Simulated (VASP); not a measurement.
# SnSe2 (P-3m1) in VASP: a series of runs

The runs below take SnSe2 through single point, with PBEsol+D3(BJ).

All numbers are computed with VASP 6.6.1; they aren't measurements. Logs are shortened: lines on timing, memory, paths and dates and some standing lists are left out, and cuts for length are marked.

### Step 1. The cell of the first run

It takes space group P-3m1 (No. 164, trigonal). The conventional cell has a = 4.116 Å, b = 4.116 Å, c = 5.892 Å, α = 90.00°, β = 90.00°, γ = 120.00°. Within 3.7 Å of Sn (site symmetry -3m) lie 6 Se at 2.80 Å. Within 3.7 Å of Se (site symmetry 3m) lie 3 Sn at 2.80 Å.

### Step 2. Single point, PBEsol+D3(BJ) (strain +0.080 along x and y, -0.040 along z)

INCAR

```
ALGO     = Normal         # electronic algorithm
EDIFF    = 1E-7           # SCF threshold, eV
ENCUT    = 520            # plane-wave cutoff, eV
GGA      = PS             # functional
ISIF     = 2              # what is computed and relaxed
ISMEAR   = 0              # smearing method
IVDW     = 12             # dispersion correction
LASPH    = True           # aspherical terms in the spheres
LCHARG   = True           # write CHGCAR
LELF     = True           # ELF
LREAL    = False          # projectors in reciprocal space
LVHAR    = True         
LWAVE    = False          # write WAVECAR
NBANDS   = 20             # bands
NELM     = 100            # most SCF steps
PREC     = Accurate       # precision mode
SIGMA    = 0.05           # smearing width, eV
```

KPOINTS

```
k-points
0
Gamma
  12 12 6
```

POSCAR

```
SnSe2
1.0
    4.1158786841      0.0000000000      0.0000000000
   -2.0579393420      3.5644554993      0.0000000000
    0.0000000000      0.0000000000      5.8915200000
Sn Se
1 2
Direct
    0.0000000000      0.0000000000      0.0000000000
    0.3333333333      0.6666666667      0.2500000000
    0.6666666667      0.3333333333      0.7500000000
```

Potentials or basis: VASP PAW PBE potentials, release 64 (Sn_d, Se).

The run is started by

```
cat potpaw_PBE.64/Sn_d/POTCAR potpaw_PBE.64/Se/POTCAR > POTCAR
mpirun -np 1 vasp_std > vasp.out
```

OUTCAR:

```text
EDIFF = 1E-7
   ENCUT = 520
   GGA = PS
   ISIF = 2
   ISMEAR = 0
   IVDW = 12
   LASPH = True
   LREAL = False
   NELM = 100
   PREC = Accurate
 IVDW          = 12

 ion  position               nearest neighbor table
   1  0.000  0.000  0.000-   2 2.80   3 2.80   2 2.80   3 2.80   3 2.80   2 2.80
   2  0.333  0.667  0.250-   1 2.80   1 2.80   1 2.80
   3  0.667  0.333  0.750-   1 2.80   1 2.80   1 2.80

  LATTYP: Found a hexagonal cell.
 ALAT       =     4.1158786841
 C/A-ratio  =     1.4314124522

  Lattice vectors:

 A1 = (   4.1158786841,   0.0000000000,   0.0000000000)
 A2 = (  -2.0579393420,   3.5644554993,   0.0000000000)
 A3 = (   0.0000000000,   0.0000000000,   5.8915200000)

Analysis of symmetry for initial positions (statically):
=====================================================================
 Subroutine PRICEL returns:
 Original cell was already a primitive cell.

 Routine SETGRP: Setting up the symmetry group for a
 hexagonal supercell.

 Subroutine GETGRP returns: Found 12 space group operations
 (whereof 12 operations were pure point group operations)
 out of a pool of 24 trial point group operations.

The static configuration has the point symmetry D_3d.

Analysis of symmetry for dynamics (positions and initial velocities):
=====================================================================
 Subroutine PRICEL returns:
 Original cell was already a primitive cell.

 Routine SETGRP: Setting up the symmetry group for a
 hexagonal supercell.

 Subroutine GETGRP returns: Found 12 space group operations
 (whereof 12 operations were pure point group operations)
 out of a pool of 24 trial point group operations.

The dynamic configuration has the point symmetry D_3d.

 Subroutine INISYM returns: Found 12 space group operations
 (whereof 12 operations are pure point group operations),
 and found     1 'primitive' translations

----------------------------------------------------------------------------------------

                                     Primitive cell

  volume of cell :      86.4337

[... 82 lines left out ...]
   ISTART =      0    job   : 0-new  1-cont  2-samecut
   ICHARG =      2    charge: 1-file 2-atom 10-const
   ISPIN  =      1    spin polarized calculation?
   LNONCOLLINEAR =      F non collinear calculations
   LSORBIT =      F    spin-orbit coupling
   LASPH  =      T    aspherical Exc in radial PAW
   ENCUT  =  520.0 eV  38.22 Ry    6.18 a.u.   7.65  7.65 10.95*2*pi/ulx,y,z
   NELM   =    100;   NELMIN=  2; NELMDL= -5     # of ELM steps
   EDIFF  = 0.1E-06   stopping-criterion for ELM
   LREAL  =      F    real-space projection
   EDIFFG = 0.1E-05   stopping-criterion for IOM
   NSW    =      0    number of steps for IOM
   IBRION =     -1    ionic relax: 0-MD 1-quasi-New 2-CG
   NFREE  =      0    steps in history (QN), initial steepest desc. (CG)
   ISIF   =      2    stress and relaxation
   ISYM   =      2    0-nonsym 1-usesym 2-fastsym
   POTIM  = 0.5000    time-step for ionic-motion
   TEBEG  =    0.0;   TEEND  =   0.0 temperature during run
   PSTRESS=    0.0 pullay stress
   NELECT =      26.0000    total number of electrons
   NUPDOWN=      -1.0000    fix difference up-down
   EMIN   =  10.00;   EMAX   =-10.00  energy-range for DOS
   EFERMI =   0.00;   METHOD = LEGACY
   ISMEAR =     0;   SIGMA  =   0.05  broadening in eV -4-tet -1-fermi 0-gaus
   EFERMI_NEDOS =   21; number of points for ismear=-14 and -15
   IALGO  =     38    algorithm
   IMIX   =      4    mixing-type and parameters
     AMIX     =   0.40;   BMIX     =  1.00
     AMIX_MAG =   1.60;   BMIX_MAG =  1.00
  volume/ion in A,a.u.               =      28.81       194.43
  Fermi-wavevector in a.u.,A,eV,Ry     =   1.096911  2.072862 16.370731  1.203215
  Thomas-Fermi vector in A             =   2.233262
   LORBIT       =      0    0 simple, 1 ext, 2 COOP (PROOUT), +10 PAW based schemes
   GGA     = PS    functional components
   LHFCALC =     F    Hartree Fock is set to
   AEXX    =    0.0000 exact exchange contribution
   IVDW    =    12    specifies the selected vdW correction
   LEPSILON=     F    determine dielectric tensor
   LRPA    =     F    only Hartree local field effects (RPA)
 non-spin polarized calculation
 Gauss-broadening in eV      SIGMA  =   0.05
  energy-cutoff  :      520.00
  volume of cell :       86.43
 maximum number of plane-waves:      2362
 NGX is ok and might be reduce to    32
   NGX = 15   NGY = 15   NGZ = 21

 number of electron      25.9999998 magnetization

 Free energy of the ion-electron system (eV)
  ---------------------------------------------------
  ext. energy  EPLUGINS =         0.00000000
  ---------------------------------------------------
  free energy    TOTEN  =       -12.70321609 eV

  energy without entropy =      -12.70301749  energy(sigma->0) =      -12.70311679

 E-fermi :   3.4971     XC(G=0):  -9.1650

 val. band max:        3.4911640118   @ k =   0.0000   0.0000   0.0000
 cond. band min:       3.5550965163   @ k =   0.0000   0.4167   0.3333
 fundamental gap:      0.0639325046
 Fermi energy:         3.4971190304

 k-point     1 :       0.0000    0.0000    0.0000
  band No.  band energies     occupation
      1     -18.1345      2.00000
      2     -18.1345      2.00000
      3     -18.1319      2.00000
      4     -18.1062      2.00000
      5     -18.1062      2.00000
      6     -10.2459      2.00000
[... 541 lines left out ...]
     19      11.0583      0.00000
     20      11.2687      0.00000

 [... further k-points ...]

------------------------ aborting loop because EDIFF is reached ----------------------------------------

 Edisp (eV)   -0.87872

 E8    (eV) :    -0.5790

  FORCE on cell =-STRESS in cart. coord.  units (eV):
  Direction    XX          YY          ZZ          XY          YZ          ZX
  --------------------------------------------------------------------------------------
  -------------------------------------------------------------------------------------
  Total      -4.35218    -4.35218    -1.20454    -0.00000     0.00000     0.00000
  in kB     -80.67420   -80.67420   -22.32795    -0.00000     0.00000     0.00000
  external pressure =      -61.23 kB  Pullay stress =        0.00 kB

 VOLUME and BASIS-vectors are now :
 -----------------------------------------------------------------------------
  energy-cutoff  :      520.00
  volume of cell :       86.43
      direct lattice vectors                 reciprocal lattice vectors
     4.115878684  0.000000000  0.000000000     0.242961486  0.140273879  0.000000000
    -2.057939342  3.564455499  0.000000000     0.000000000  0.280547758  0.000000000
     0.000000000  0.000000000  5.891520000     0.000000000  0.000000000  0.169735484

 POSITION                                       TOTAL-FORCE (eV/Angst)
 -----------------------------------------------------------------------------------
      0.00000      0.00000      0.00000         0.000000      0.000000      0.000000
     -0.00000      2.37630      1.47288        -0.000000      0.000000      0.150805
      2.05794      1.18815      4.41864         0.000000      0.000000     -0.150805
 -----------------------------------------------------------------------------------
    total drift:                               -0.000000     -0.000000      0.000000

  FREE ENERGIE OF THE ION-ELECTRON SYSTEM (eV)
  ---------------------------------------------------
  free  energy   TOTEN  =       -13.5819316411 eV

  energy  without entropy=      -13.5817330433  energy(sigma->0) =      -13.58183234
```

stdout:

```text
POSCAR found type information on POSCAR SnSe
 POSCAR found :  2 types and       3 ions
 scaLAPACK will be used
 -----------------------------------------------------------------------------
|                                                                             |
|                                                                             |
|     You enforced a specific xc type in the INCAR file but a different       |
|     I HOPE YOU KNOW WHAT YOU ARE DOING!                                     |
|                                                                             |
 -----------------------------------------------------------------------------

 LDA part: xc-table for (Slater+PW92), standard interpolation
 POSCAR, INCAR and KPOINTS ok, starting setup
 FFT: planning ... GRIDC
 FFT: planning ... GRID_SOFT
 FFT: planning ... GRID
 WAVECAR not read
 entering main loop
```

Wall time 2.8 min (1 thread of Intel Xeon Platinum 8488C (Sapphire Rapids), shared host); peak memory 0.33 GiB.

What came out:

```
Free energy                : -13.5819 eV
Pressure                   : -6.1 GPa
Largest force              : 0.151 eV/Å
Dispersion energy per atom : -0.293 eV
```

Forces on the atoms (eV/Å):
```
Sn   0.000  0.000  0.000
Se   0.000  0.000  0.151
Se   0.000  0.000 -0.151
```

Levels at points of the mesh, in eV from the Fermi level:
```tsv
k point	band 11	band 12	band 13	band 14	band 15	band 16
(0.00, 0.00, 0.00)	-1.30	-1.30	-0.55	-0.01	1.69	3.55
(0.50, 0.00, 0.00)	-2.87	-1.40	-0.82	0.35	2.89	4.55
(0.00, 0.00, 0.50)	-1.62	-1.09	-1.09	0.91	1.63	3.16
(0.50, 0.00, 0.50)	-1.95	-1.34	-1.33	0.48	3.48	4.71
```

Caveat: the cell differs from its parent crystal (strain +0.080 along x and y, -0.040 along z); the PAW data sets were made with another functional, which shifts forces and pressure a little; spin-orbit coupling is left out, which moves the levels of the heavy elements.

[end of part 1 of 2]
